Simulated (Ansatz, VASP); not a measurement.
One calculation of Os, two programs

Contents of POSCAR:

```
Os
1.0
    2.7393806551      0.0000000000      0.0000000000
   -1.3696903275      2.3723732379      0.0000000000
    0.0000000000      0.0000000000      4.3138178725
Os
2
Direct
    0.3333333333      0.6666666667      0.2500000000
    0.6666666667      0.3333333333      0.7500000000
```

The input INCAR.step1:

```
PREC     = Accurate       # precision mode
ENCUT    = 520            # plane-wave cutoff, eV
ISMEAR   = 1              # smearing method
SIGMA    = 0.01           # smearing width, eV
LREAL    = F              # projectors in reciprocal space
LASPH    = T              # aspherical terms in the spheres
NELM     = 100            # most SCF steps
NBANDS   = 15             # bands
GGA      = PE             # functional
ALGO     = Normal         # electronic algorithm
EDIFF    = 1E-4           # SCF threshold, eV
LWAVE    = T              # write WAVECAR
LCHARG   = F              # write CHGCAR
```

File INCAR.step2:

```
PREC     = Accurate       # precision mode
ENCUT    = 520            # plane-wave cutoff, eV
EDIFF    = 1E-6           # SCF threshold, eV
ISMEAR   = 1              # smearing method
SIGMA    = 0.01           # smearing width, eV
LREAL    = F              # projectors in reciprocal space
LASPH    = T              # aspherical terms in the spheres
NELM     = 100            # most SCF steps
ALGO     = Normal         # electronic algorithm
ISIF     = 2              # what is computed and relaxed
LWAVE    = F              # write WAVECAR
LCHARG   = F              # write CHGCAR
METAGGA  = R2SCAN         # meta-GGA
LMIXTAU  = T            
NBANDS   = 15             # bands
ISTART   = 1
```

File KPOINTS:

```
regular mesh
0
Gamma
  13 13 7
```

Input for Ansatz:

```yaml
crystal:
  lattice:
    - [2.7393806551, 0.0, 0.0]
    - [-1.3696903275, 2.3723732379, 0.0]
    - [0.0, 0.0, 4.3138178725]
  atoms:
    - { symbol: Os, position: [0.3333333333, 0.6666666667, 0.25] }
    - { symbol: Os, position: [0.6666666667, 0.3333333333, 0.75] }
hamiltonian:
  xc: r2scan
  pseudopotentials:
    kind: paw
    azcp:
      Os: "pseudopotentials/Os.paw.azcp"
basis:
  ecutwfc: 500
  fft_grid_basis: typed
kpoints:
  mp_grid: { grid: [13, 13, 7], shift: [0, 0, 0] }
magnetization:
  spin_polarized: false
scf:
  occupations: { method: cold, width: 0.01 }
  lower_state_search: "off"
output:
  stress: true
```

Alike in both runs: task single point; functional r2SCAN; k mesh 13 × 13 × 7; no spin polarisation.

```csv
,VASP,Ansatz
version,VASP 6.6.1,Ansatz 0.2.0
potentials or method,"VASP PAW PBE potentials, release 64 (Os), cutoff 520 eV","plane waves (500 eV) with PAW, scalar-relativistic"
occupations,"methfessel-paxton of order 1, width 0.01 eV","cold, width 0.01 eV"
valence electrons in the cell,16,32
```

```csv
,VASP,Ansatz,Ansatz less VASP
pressure (GPa),0.8,-0.3,-1.04
"traceless stress, the component that is largest in VASP (GPa)",-0.26,-0.36,-0.102
```

VASP's potentials were made for PBE, not for r2SCAN. VASP's potentials hold 16 valence electrons a cell and Ansatz's 32, so a difference there can come from the potentials and not from the codes.

Spin-orbit coupling is off throughout.
